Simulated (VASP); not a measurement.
Here is a VASP 6.6.1 calculation.

The input INCAR:

```
SYSTEM = Co
PREC = Accurate ; ENCUT = 520
EDIFF = 1E-6 ; ISMEAR = -1
SIGMA = 0.1 ; LREAL = .FALSE.
LASPH = .TRUE. ; NELM = 60
ALGO = Normal ; ISIF = 2
LWAVE = .FALSE. ; LCHARG = .FALSE.
GGA = B5 ; ALDAX = 1.0
AGGAX = 1.0 ; AGGAC = 1.0
ALDAC = 0.0 ; NBANDS = 16
```

File KPOINTS:

```
Automatic mesh
0
G
  16 16 11
  0 0 0
```

File POSCAR:

```
Co
1.0
   -2.2420559190      2.2420737525      1.2759921885
    2.2420737525     -2.2420559190      1.2759921885
    2.2429990139      2.2429990139     -1.2759595264
Co
2
Direct
    0.0000023959      0.9999976041      1.0000000000
    0.7499976041      0.2500023959      0.5000000000
```

Potentials or basis: VASP PAW PBE potentials, release 64 (Co).

Command:

```sh
$ cat potpaw_PBE.64/Co/POTCAR > POTCAR
$ mpirun -np 1 vasp_std > vasp.out
```

**Question.** What does it give for the pressure?

**Answer.** -11.5 GPa.

**Question.** What does it give for the band gap on the k mesh?

**Answer.** Zero (bands 9 and 10 overlap by 1.07 eV).

Stress tensor (GPa, compression positive):
```
-11.85   0.00   0.00
  0.00 -11.85   0.00
  0.00   0.00 -10.73
```

Caveat: the cell stands under tension; the PAW data sets were made with another functional, which shifts forces and pressure a little; the run has no spin polarisation, though such a crystal can be magnetic. Spin polarisation is off, so any magnetic state and its effect on volume and gap are missing.
